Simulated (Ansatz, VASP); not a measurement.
# Ti6C in VASP and in Ansatz

```
Ti C
1.0
     0.00000    3.77808    3.77808
     3.77808    0.00000    3.77808
     3.77808    3.77808    0.00000
Ti C
6 1
Direct
  0.50000 0.50000 0.00000
  0.50000 0.00000 0.50000
  0.00000 0.00000 0.50000
  0.00000 0.50000 0.00000
  0.00000 0.50000 0.50000
  0.50000 0.00000 0.00000
  0.00000 0.00000 0.00000
```

Change from the starting cell: species swapped into the Zn6Mo type (Fm-3m, No. 225).

Alike in both runs: functional PBE; k mesh 4 × 4 × 4; occupations gaussian, width 0.1 eV; no spin polarisation.

Ansatz relaxed the structure, and its values are those at the end. VASP's run is a single point on that final structure, the one shown.

|  | VASP | Ansatz |
| --- | --- | --- |
| version | VASP 6.6.1 | Ansatz 0.2.0 |
| potentials or method | VASP PAW PBE potentials, release 64 (Ti_sv, C), cutoff 520 eV | scalar-relativistic, plane waves, PAW |
| valence electrons in the cell | 76 | 76 |

|  | VASP | Ansatz | Ansatz less VASP |
| --- | --- | --- | --- |
| gap on the k mesh at the Fermi level (eV) | none | none | - |
| pressure (GPa) | -0.2 | 0.0 | +0.20 |

A gap of «none» marks a metal or a gap that the smearing closes. The functional is the same, so the differences come from potentials, cutoffs and numerics.

The k mesh is coarse, so the values compare programs but aren't converged.
